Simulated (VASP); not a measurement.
Set up this calculation in VASP 6.6.1, as the native input.

```
Task                   : single point
Functional             : PBE
Potentials or basis    : VASP PAW PBE potentials, release 64 (Hf_pv, C)
Cutoff                 : 520 eV
k mesh                 : 8 × 8 × 6
Occupations            : gaussian, width 0.1 eV
Spin                   : no spin polarisation
Dipole correction      : no
Further INCAR settings : ALGO = Normal; EDIFF = 1e-06; NBANDS = 37
```

The structure of HfC4 lies in POSCAR:

```
HfC4
1.0
    4.3168576489      0.0000000000      0.0000000000
    0.0000000000      4.4931433742      0.0000000000
    0.0000000000      0.0000000000      5.0400142607
Hf C
2 8
Direct
    0.5000000000      0.0000000000      0.5000000000
    0.0000000000      0.0000000000      0.0000000000
    0.1663229174      0.5000000000      0.7521428161
    0.3305117743      0.5000000000      0.5000000000
    0.1663229174      0.5000000000      0.2478571839
    0.3322890911      0.5000000000      0.0000000000
    0.8336770826      0.5000000000      0.2478571839
    0.6677109089      0.5000000000      0.0000000000
    0.8336770826      0.5000000000      0.7521428161
    0.6694882257      0.5000000000      0.5000000000
```

These files were run (other wordings do the same):

INCAR

```
SYSTEM = HfC4
PREC     = Accurate       ! precision mode
ENCUT    = 520            ! plane-wave cutoff, eV
EDIFF    = 1E-6           ! SCF threshold, eV
ISMEAR   = 0              ! smearing method
SIGMA    = 0.1            ! smearing width, eV
LREAL    = .FALSE.        ! projectors in reciprocal space
LASPH    = .TRUE.         ! aspherical terms in the spheres
NELM     = 100            ! most SCF steps
ALGO     = Normal         ! electronic algorithm
ISIF     = 2              ! what is computed and relaxed
LWAVE    = .FALSE.        ! write WAVECAR
LCHARG   = .FALSE.        ! write CHGCAR
GGA      = PE             ! functional
NBANDS   = 37             ! bands
```

KPOINTS

```
regular mesh
0
G
  8 8 6
  0 0 0
```

Potentials or basis: VASP PAW PBE potentials, release 64 (Hf_pv, C).

The run is started by

```console
$ cat potpaw_PBE.64/Hf_pv/POTCAR potpaw_PBE.64/C/POTCAR > POTCAR
$ mpirun -np 1 vasp_std > vasp.out
```

Results of the run:

```yaml
Pressure: -0.3 GPa
Largest_force: 0.008 eV/Å
Band_gap_on_the_k_mesh: zero (band 26 reaches 8.33 eV, above the bottom of band 27 at 7.09 eV)
```

Caveat: spin-orbit coupling is left out, which moves the levels of the heavy elements.

Run time: 2.7 min on 1 thread of Intel(R) Xeon(R) 6975P-C (Granite Rapids), with other jobs on the host, peak memory 0.4 GiB.
